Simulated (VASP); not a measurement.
Set up this calculation in VASP 6.6.1, as the native input.

```yaml
Task: single point
Functional: PBE
Potentials_or_basis: VASP PAW PBE potentials, release 64 (Na_pv, Li_sv)
Cutoff: 520 eV
k_mesh: 6 × 6 × 2
Occupations: gaussian, width 0.2 eV
Spin: no spin polarisation
Dipole_correction: no
Further_INCAR_settings: ALGO = Fast; EDIFF = 1e-06; NBANDS = 34
```

The structure of NaLi5 lies in POSCAR:

```
NaLi5
1.0
    5.3192782000      0.0000000000      0.0000000000
    2.6596391000     -5.0476534000      0.0000000000
    0.0516050000      0.0000000000    -10.2897422000
Na Li
2 10
Direct
    0.0286040000      1.0000000000      0.9998655000
    0.0286040000      1.0000000000      0.4998655000
    0.3582520000      0.3386450000      0.9999005000
    0.3582520000      0.3386450000      0.4999005000
    0.6968970000      0.6613550000      0.9999005000
    0.6968970000      0.6613550000      0.4999005000
    0.3259610000      0.6420140000      0.7498950000
    0.3259610000      0.6420140000      0.2498950000
    0.9679750000      0.3579860000      0.7498950000
    0.9679750000      0.3579860000      0.2498950000
    0.6239050000      0.0000000000      0.7499130000
    0.6239050000      0.0000000000      0.2499130000
```

These files were run (other wordings do the same):

INCAR

```
  PREC = Accurate
  ENCUT = 520
  EDIFF = 1E-6
  ISMEAR = 0
  SIGMA = 0.2
  LREAL = F
  LASPH = T
  NELM = 60
  ALGO = Fast
  ISIF = 2
  LWAVE = F
  LCHARG = F
  GGA = PE
  NBANDS = 34
```

KPOINTS

```
regular mesh
0
Gamma
  6 6 2
```

Potentials or basis: VASP PAW PBE potentials, release 64 (Na_pv, Li_sv).

Run with:

```sh
$ cat potpaw_PBE.64/Na_pv/POTCAR potpaw_PBE.64/Li_sv/POTCAR > POTCAR
$ mpirun -np 1 vasp_std > vasp.out
```

It gave:

```json
{
 "Largest force": "0.006 eV/Å",
 "Band gap on the k mesh": "zero (bands 22 and 23 overlap by 2.05 eV)"
}
```

Run time: 13 min on 1 thread of Intel(R) Xeon(R) 6975P-C (Granite Rapids), on a shared host, peak memory 0.44 GiB.
